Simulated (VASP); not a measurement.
Nb:

```
Nb
1.0
    -1.66395    1.66395    1.66395
     1.66395   -1.66395    1.66395
     1.66395    1.66395   -1.66395
Nb
1
Direct
  0.00000 0.00000 0.00000
```

```yaml
Program: VASP 6.6.1
Task: relaxation of volume and atoms at fixed shape
Functional: PBE
Potentials_or_basis: VASP PAW PBE potentials, release 64 (Nb_sv)
Cutoff: 600 eV
k_mesh: 10 × 10 × 10
Occupations: gaussian, width 0.1 eV
Spin: no spin polarisation
```

At the start: pressure -2.6 GPa; volume 18.43 Å³/atom.

Question: How do energy, volume and symmetry change on relaxing?

Answer: Over 3 steps the energy falls by 2.4 meV/atom and the volume is 18.14 Å³/atom (-1.6 %); space group Im-3m (No. 229, to 0.1 Å) before and after.

The path:
| step | energy change (eV) | largest force (eV/Å) | pressure (GPa) | volume (Å³) |
| --- | --- | --- | --- | --- |
| 1 | 0.0000 | 0.0000 | -2.58 | 18.43 |
| 2 | 0.0046 | 0.0000 | 4.68 | 17.65 |
| 3 | -0.0024 | 0.0000 | -0.02 | 18.14 |

Final structure:
```yaml
crystal:
  lattice:
    - [-1.65512, 1.65512, 1.65512]
    - [1.65512, -1.65512, 1.65512]
    - [1.65512, 1.65512, -1.65512]
  atoms:
    - { symbol: Nb, position: [0.00000, 0.00000, 0.00000] }
```
